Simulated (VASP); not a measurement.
Here is a VASP 6.6.1 calculation.

File POSCAR:

```
CdSe
1.0
    4.3407236660      0.0000000000      0.0000000000
   -2.1703618330      3.7591769656      0.0000000000
    0.0000000000      0.0000000000      7.0766459791
Cd Se
2 2
Direct
    0.3333333333      0.6666666667     -0.0004760039
    0.6666666667      0.3333333333      0.4995239961
    0.3333333333      0.6666666667      0.3754760039
    0.6666666667      0.3333333333      0.8754760039
```

Contents of INCAR.step1:

```
SYSTEM = CdSe
PREC     = Accurate       ! precision mode
ENCUT    = 520            ! plane-wave cutoff, eV
ISMEAR   = -1             ! smearing method
SIGMA    = 0.02           ! smearing width, eV
LREAL    = .FALSE.        ! projectors in reciprocal space
LASPH    = .TRUE.         ! aspherical terms in the spheres
NELM     = 80             ! most SCF steps
NBANDS   = 26             ! bands
GGA      = PE             ! functional
ALGO     = Normal         ! electronic algorithm
EDIFF    = 1E-4           ! SCF threshold, eV
LWAVE    = .TRUE.         ! write WAVECAR
LCHARG   = .FALSE.        ! write CHGCAR
```

Contents of INCAR.step2:

```
SYSTEM = CdSe
PREC     = Accurate       ! precision mode
ENCUT    = 520            ! plane-wave cutoff, eV
EDIFF    = 1E-6           ! SCF threshold, eV
ISMEAR   = -1             ! smearing method
SIGMA    = 0.02           ! smearing width, eV
LREAL    = .FALSE.        ! projectors in reciprocal space
LASPH    = .TRUE.         ! aspherical terms in the spheres
NELM     = 80             ! most SCF steps
ALGO     = Normal         ! electronic algorithm
ISIF     = 2              ! what is computed and relaxed
LWAVE    = .FALSE.        ! write WAVECAR
LCHARG   = .FALSE.        ! write CHGCAR
METAGGA  = R2SCAN         ! meta-GGA
LMIXTAU  = .TRUE.       
NBANDS   = 26             ! bands
ISTART   = 1
```

KPOINTS

```
regular mesh
0
G
  6 6 4
  0 0 0
```

Potentials or basis: VASP PAW PBE potentials, release 64 (Cd, Se).

The run is started by

```sh
$ cat potpaw_PBE.64/Cd/POTCAR potpaw_PBE.64/Se/POTCAR > POTCAR
$ cp INCAR.step1 INCAR
$ mpirun -np 1 vasp_std > vasp.out
$ cp INCAR.step2 INCAR
$ mpirun -np 1 vasp_std > vasp.out
```

(1) Predict the pressure.

(2) Predict the band gap on the k mesh.

Answers

(1) 0.2 GPa.

(2) 1.09 eV, direct.

Caveat: the PAW data sets were made with another functional, which shifts forces and pressure a little.
